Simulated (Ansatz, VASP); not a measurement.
## Two plane-wave programs on KBr

```xyz
2
Lattice="0.0000 3.4059 3.4059 3.4059 0.0000 3.4059 3.4059 3.4059 0.0000" Properties=species:S:1:pos:R:3 pbc="T T T"
K     0.0000    0.0000    0.0000
Br    3.4059    3.4059    3.4059
```

Change from the starting cell: strain +0.040 along x and y, +0.040 along z, atoms carried along.

Alike in both runs: task single point; functional PBEsol; k mesh 6 × 6 × 6; occupations gaussian, width 0.05 eV; no spin polarisation.

|  | VASP | Ansatz |
| --- | --- | --- |
| version | VASP 6.6.1 | Ansatz 0.2.0 |
| potentials or method | VASP PAW PBE potentials, release 64 (K_sv, Br), cutoff 520 eV | scalar-relativistic, plane waves, PAW |
| valence electrons in the cell | 16 | 16 |

Ansatz gave:

- gap on the k mesh at the Fermi level (eV): 4.07
- least direct gap on the mesh (eV): 4.07
- pressure (GPa): -1.4

Q: What did VASP give for the same quantities?

A: gap on the k mesh at the Fermi level (eV): 4.06; least direct gap on the mesh (eV): 4.06; pressure (GPa): -1.3.

VASP's potentials were made for PBE, not for PBEsol. With one functional, cell and mesh, what is left measures potentials, basis and numerics.
